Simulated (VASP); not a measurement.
# La2O3 (P-1) in VASP: single point with r2SCAN

Aim: the single point of La2O3 with r2SCAN.

Program: VASP 6.6.1. These are calculated values, not measurements. Logs are shortened: lines on timing, memory, paths and dates and some standing lists are left out, and cuts for length are marked.

## 1. The cell of the first run

The typed cell holds 5 atoms: a = 3.936 Å, b = 4.009 Å, c = 6.126 Å, α = 90.00°, β = 90.00°, γ = 121.84°.

## 2. Single point, r2SCAN (shear xy strain -4.3%)

File POSCAR:

```
La2O3
1.0
    3.9351015410     -0.0849981933      0.0000000000
   -2.0411613652      3.4503969976      0.0000000000
    0.0000000000      0.0000000000      6.1262271606
La O
2 3
Direct
    0.6580433991      0.3333382381      0.7537099431
    0.3419566009      0.6666617619      0.2462900569
    0.6628661554      0.3330022044      0.3538556718
    0.3371338446      0.6669977956      0.6461443282
    0.0000000000      0.0000000000      0.0000000000
```

File INCAR.step1:

```
SYSTEM = La2O3
  ALGO = Normal
  EDIFF = 1E-5
  ENCUT = 660
  GGA = PE
  GGA_COMPAT = .FALSE.
  ISMEAR = 0
  KPAR = 4
  LASPH = .TRUE.
  LCHARG = .FALSE.
  LMAXMIX = 6
  LREAL = .FALSE.
  LWAVE = .TRUE.
  NBANDS = 28
  NELM = 200
  PREC = Accurate
  SIGMA = 0.01
```

File INCAR.step2:

```
SYSTEM = La2O3
  ALGO = Normal
  EDIFF = 1E-6
  ENCUT = 660
  GGA_COMPAT = .FALSE.
  ISIF = 2
  ISMEAR = 0
  ISTART = 1
  KPAR = 4
  LASPH = .TRUE.
  LCHARG = .FALSE.
  LMAXMIX = 6
  LMIXTAU = .TRUE.
  LREAL = .FALSE.
  LWAVE = .FALSE.
  METAGGA = R2SCAN
  NBANDS = 28
  NELM = 200
  PREC = Accurate
  SIGMA = 0.01
```

File KPOINTS:

```
k-points
0
G
  12 12 4
  0 0 0
```

Potentials or basis: VASP PAW PBE potentials, release 64 (La, O).

On the command line:

```sh
$ cat potpaw_PBE.64/La/POTCAR potpaw_PBE.64/O/POTCAR > POTCAR
$ cp INCAR.step1 INCAR
$ mpirun -np 4 vasp_std > vasp.out
$ cp INCAR.step2 INCAR
$ mpirun -np 4 vasp_std > vasp.out
```

OUTCAR:

```text
SYSTEM = La2O3
   EDIFF = 1E-6
   ENCUT = 660
   ISIF = 2
   ISMEAR = 0
   ISTART = 1
   LASPH = .TRUE.
   LREAL = .FALSE.
   METAGGA = R2SCAN
   NELM = 200
   PREC = Accurate

 ion  position               nearest neighbor table
   1  0.658  0.333  0.754-   4 2.37   4 2.37   4 2.37   3 2.45   5 2.67   5 2.73   5 2.79
   2  0.342  0.667  0.246-   3 2.37   3 2.37   3 2.37   4 2.45   5 2.67   5 2.73   5 2.79
   3  0.663  0.333  0.354-   2 2.37   2 2.37   2 2.37   1 2.45
   4  0.337  0.667  0.646-   1 2.37   1 2.37   1 2.37   2 2.45
   5  0.000  0.000  0.000-   1 2.67   2 2.67   1 2.73   2 2.73   1 2.79   2 2.79

  LATTYP: Found a simple monoclinic cell.
 ALAT       =     3.8617248091
 B/A-ratio  =     1.5863966138
 C/A-ratio  =     1.0192387104
 COS(beta)  =    -0.4715050760

  Lattice vectors:

 A1 = (   1.8939401758,   3.3653988043,   0.0000000000)
 A2 = (   0.0000000000,   0.0000000000,  -6.1262271606)
 A3 = (  -3.9351015410,   0.0849981933,   0.0000000000)

Analysis of symmetry for initial positions (statically):
=====================================================================
 Subroutine PRICEL returns:
 Original cell was already a primitive cell.

 Routine SETGRP: Setting up the symmetry group for a
 simple monoclinic supercell.

 Subroutine GETGRP returns: Found  2 space group operations
 (whereof  2 operations were pure point group operations)
 out of a pool of  4 trial point group operations.

The static configuration has the point symmetry S_2 .

Analysis of symmetry for dynamics (positions and initial velocities):
=====================================================================
 Subroutine PRICEL returns:
 Original cell was already a primitive cell.

 Routine SETGRP: Setting up the symmetry group for a
 simple monoclinic supercell.

 Subroutine GETGRP returns: Found  2 space group operations
 (whereof  2 operations were pure point group operations)
 out of a pool of  4 trial point group operations.

The dynamic configuration has the point symmetry S_2 .

 Subroutine INISYM returns: Found  2 space group operations
 (whereof  2 operations are pure point group operations),
 and found     1 'primitive' translations

----------------------------------------------------------------------------------------

                                     Primitive cell

  volume of cell :      82.1170

  direct lattice vectors                    reciprocal lattice vectors
     3.935101541 -0.084998193  0.000000000     0.257412256  0.152278115  0.000000000
    -2.041161365  3.450396998  0.000000000     0.006341177  0.293572990  0.000000000
     0.000000000  0.000000000  6.126227161     0.000000000  0.000000000  0.163232602

  length of vectors
     3.936019414  4.008937410  6.126227161     0.299081417  0.293641467  0.163232602

  position of ions in fractional coordinates (direct lattice)
     0.658043399  0.333338238  0.753709943
     0.341956601  0.666661762  0.246290057
     0.662866155  0.333002204  0.353855672
     0.337133845  0.666997796  0.646144328
     0.000000000  0.000000000  0.000000000

  ion indices of the primitive-cell ions
   primitive index   ion index
                 1           1
                 2           2
                 3           3
                 4           4
                 5           5

----------------------------------------------------------------------------------------

 KPOINTS: k-points

Automatic generation of k-mesh.
 Grid dimensions read from file:
 generate k-points for:   12   12    4

 Generating k-lattice:

  Cartesian coordinates                     Fractional coordinates (reciprocal lattice)
     0.021451021  0.012689843  0.000000000     0.083333333  0.000000000  0.000000000
     0.000528431  0.024464416  0.000000000    -0.000000000  0.083333333  0.000000000
     0.000000000  0.000000000  0.040808151     0.000000000  0.000000000  0.250000000

  Length of vectors
     0.024923451  0.024470122  0.040808151

  Shift w.r.t. Gamma in fractional coordinates (k-lattice)
     0.000000000  0.000000000  0.000000000

 Subroutine IBZKPT returns following result:
 ===========================================

 Found    292 irreducible k-points:

 Following reciprocal coordinates:
            Coordinates               Weight
  0.000000  0.000000  0.000000      1.000000
  0.083333  0.000000  0.000000      2.000000
  0.166667  0.000000  0.000000      2.000000
  0.250000  0.000000  0.000000      2.000000
  0.333333  0.000000  0.000000      2.000000
  0.416667  0.000000  0.000000      2.000000
[... 16 lines left out ...]
  0.250000  0.166667  0.000000      2.000000
  0.333333  0.166667  0.000000      2.000000
 [... further k-points ...]
   k-points           NKPTS =    292   k-points in BZ     NKDIM =    292   number of bands    NBANDS=     28
   number of dos      NEDOS =    301   number of ions     NIONS =      5
   total plane-waves  NPLWV =  69984
   dimension x,y,z NGX =    36 NGY =   36 NGZ =   54
   dimension x,y,z NGXF=    72 NGYF=   72 NGZF=  108
   ions per type =               2   3
   NGX,Y,Z   is equivalent  to a cutoff of  15.21, 14.93, 14.65 a.u.
   NGXF,Y,Z  is equivalent  to a cutoff of  30.41, 29.86, 29.31 a.u.
 SYSTEM =  La2O3
   PREC   = accura    normal or accurate (medium, high low for compatibility)
   ISTART =      1    job   : 0-new  1-cont  2-samecut
   ICHARG =      0    charge: 1-file 2-atom 10-const
   ISPIN  =      1    spin polarized calculation?
   LNONCOLLINEAR =      F non collinear calculations
   LSORBIT =      F    spin-orbit coupling
   LASPH  =      T    aspherical Exc in radial PAW
   ENCUT  =  660.0 eV  48.51 Ry    6.96 a.u.   8.24  8.40 12.83*2*pi/ulx,y,z
   NELM   =    200;   NELMIN=  2; NELMDL=  0     # of ELM steps
   EDIFF  = 0.1E-05   stopping-criterion for ELM
   LREAL  =      F    real-space projection
   EDIFFG = 0.1E-04   stopping-criterion for IOM
   NSW    =      0    number of steps for IOM
   IBRION =     -1    ionic relax: 0-MD 1-quasi-New 2-CG
   NFREE  =      0    steps in history (QN), initial steepest desc. (CG)
   ISIF   =      2    stress and relaxation
   ISYM   =      2    0-nonsym 1-usesym 2-fastsym
   POTIM  = 0.5000    time-step for ionic-motion
   TEBEG  =    0.0;   TEEND  =   0.0 temperature during run
   PSTRESS=    0.0 pullay stress
   NELECT =      40.0000    total number of electrons
   NUPDOWN=      -1.0000    fix difference up-down
   EMIN   =  10.00;   EMAX   =-10.00  energy-range for DOS
   EFERMI =   0.00;   METHOD = LEGACY
   ISMEAR =     0;   SIGMA  =   0.01  broadening in eV -4-tet -1-fermi 0-gaus
   EFERMI_NEDOS =   21; number of points for ismear=-14 and -15
   IALGO  =     38    algorithm
   IMIX   =      4    mixing-type and parameters
     AMIX     =   0.40;   BMIX     =  1.00
     AMIX_MAG =   1.60;   BMIX_MAG =  1.00
  volume/ion in A,a.u.               =      16.42       110.83
  Fermi-wavevector in a.u.,A,eV,Ry     =   1.288103  2.434161 22.574905  1.659209
  Thomas-Fermi vector in A             =   2.420077
   LORBIT       =      0    0 simple, 1 ext, 2 COOP (PROOUT), +10 PAW based schemes
   METAGGA = R2SCAN    functional components
   LHFCALC =     F    Hartree Fock is set to
   AEXX    =    0.0000 exact exchange contribution
   IVDW    =     0    specifies the selected vdW correction
   LEPSILON=     F    determine dielectric tensor
   LRPA    =     F    only Hartree local field effects (RPA)
 non-spin polarized calculation
 Gauss-broadening in eV      SIGMA  =   0.01
  energy-cutoff  :      660.00
  volume of cell :       82.12
 maximum number of plane-waves:      3192
 NGX is ok and might be reduce to    36
   NGX = 17   NGY = 17   NGZ = 25

 number of electron      39.9999999 magnetization

 Free energy of the ion-electron system (eV)
  ---------------------------------------------------
  ext. energy  EPLUGINS =         0.00000000
  ---------------------------------------------------
  free energy    TOTEN  =       -96.05290395 eV

  energy without entropy =      -96.05290395  energy(sigma->0) =      -96.05290395

 E-fermi :   5.7832     XC(G=0): -11.0803

 val. band max:        5.7339041111   @ k =   0.2500   0.2500   0.5000
 cond. band min:       9.9230714816   @ k =   0.3333   0.4167   0.0000
 fundamental gap:      4.1891673705
 Fermi energy:         5.7831575427

 k-point     1 :       0.0000    0.0000    0.0000
  band No.  band energies     occupation
      1     -25.0614      2.00000
      2     -24.8115      2.00000
      3     -12.1219      2.00000
      4     -10.9997      2.00000
      5     -10.5032      2.00000
      6      -8.1027      2.00000
[... 20 lines left out ...]
     27      11.7317      0.00000
     28      11.8861      0.00000

 k-point     2 :       0.0833    0.0000    0.0000
  band No.  band energies     occupation
      1     -25.0480      2.00000
      2     -24.8053      2.00000
      3     -12.1202      2.00000
      4     -11.1128      2.00000
      5     -10.5911      2.00000
      6      -8.1263      2.00000
[... 20 lines left out ...]
     27      11.7619      0.00000
     28      11.8966      0.00000

 k-point     3 :       0.1667    0.0000    0.0000
  band No.  band energies     occupation
      1     -25.0104      2.00000
      2     -24.7891      2.00000
      3     -12.1362      2.00000
      4     -11.3921      2.00000
      5     -10.7662      2.00000
      6      -8.2033      2.00000
[... 20 lines left out ...]
     27      11.8093      0.00000
     28      11.8726      0.00000

 k-point     4 :       0.2500    0.0000    0.0000
  band No.  band energies     occupation
      1     -24.9565      2.00000
      2     -24.7686      2.00000
      3     -12.2107      2.00000
      4     -11.7389      2.00000
      5     -10.8558      2.00000
      6      -8.3050      2.00000
[... 578 lines left out ...]
     27      11.7785      0.00000
     28      11.8138      0.00000

 k-point    23 :       0.2500    0.1667    0.0000
  band No.  band energies     occupation
      1     -24.8758      2.00000
      2     -24.7485      2.00000
      3     -12.3762      2.00000
      4     -12.1302      2.00000
      5     -10.8822      2.00000
      6      -8.5185      2.00000
[... 20 lines left out ...]
     27      11.7197      0.00000
     28      11.8032      0.00000

 k-point    24 :       0.3333    0.1667    0.0000
  band No.  band energies     occupation
      1     -24.8314      2.00000
      2     -24.7464      2.00000
      3     -12.4460      2.00000
      4     -12.3237      2.00000
      5     -10.8349      2.00000
      6      -8.5893      2.00000
[... 20 lines left out ...]
     27      11.6995      0.00000
     28      11.7792      0.00000

 [... further k-points ...]

------------------------ aborting loop because EDIFF is reached ----------------------------------------

  FORCE on cell =-STRESS in cart. coord.  units (eV):
  Direction    XX          YY          ZZ          XY          YZ          ZX
  --------------------------------------------------------------------------------------
  -------------------------------------------------------------------------------------
  Total       -0.3146527     -0.2713454     -0.2491369      0.9528131     -0.0337778      0.6997587
  in kB       -6.1391624     -5.2941968     -4.8608887     18.5902550     -0.6590366     13.6529326
  external PRESSURE =      -5.4314160 kB  Pullay stress =       0.0000000 kB

 VOLUME and BASIS-vectors are now :
 -----------------------------------------------------------------------------
  energy-cutoff  :      660.00
  volume of cell :       82.12
      direct lattice vectors                 reciprocal lattice vectors
     3.935101541 -0.084998193  0.000000000     0.257412256  0.152278115  0.000000000
    -2.041161365  3.450396998  0.000000000     0.006341177  0.293572990  0.000000000
     0.000000000  0.000000000  6.126227161     0.000000000  0.000000000  0.163232602

 POSITION                                       TOTAL-FORCE (eV/Angst)
 -----------------------------------------------------------------------------------
      1.90907      1.09422      4.61740        -0.001618      0.001178     -0.031268
     -0.01513      2.27118      1.50883         0.001618     -0.001178      0.031268
      1.92873      1.09265      2.16780         0.001848     -0.000142     -0.003925
     -0.03479      2.27275      3.95843        -0.001848      0.000142      0.003925
      0.00000      0.00000      0.00000         0.000000      0.000000      0.000000
 -----------------------------------------------------------------------------------
    total drift:                               -0.000000     -0.000000     -0.000000

  FREE ENERGIE OF THE ION-ELECTRON SYSTEM (eV)
  ---------------------------------------------------
  free  energy   TOTEN  =       -96.0529039506 eV

  energy  without entropy=      -96.0529039506  energy(sigma->0) =      -96.05290395
```

Wall time 48 min (4 MPI ranks of Oxide Virtual Turin-like, shared host); peak memory 0.95 GiB.

Results:

```
Free energy            : -96.0529 eV
Pressure               : -0.5 GPa
Largest force          : 0.031 eV/Å
Band gap on the k mesh : 4.19 eV (least direct gap 4.37 eV)
```

Forces in eV/Å, atoms in the order of the input:
```
La  -0.002  0.001 -0.031
La   0.002 -0.001  0.031
O    0.002  0.000 -0.004
O   -0.002  0.000  0.004
O    0.000  0.000  0.000
```

Stress tensor (GPa, compression positive):
```
-0.61  1.86  1.37
 1.86 -0.53 -0.07
 1.37 -0.07 -0.49
```

Caveat: the cell differs from its parent crystal (shear xy strain -4.3%); the PAW data sets were made with another functional, which shifts forces and pressure a little; spin-orbit coupling is left out, which moves the levels of the heavy elements.
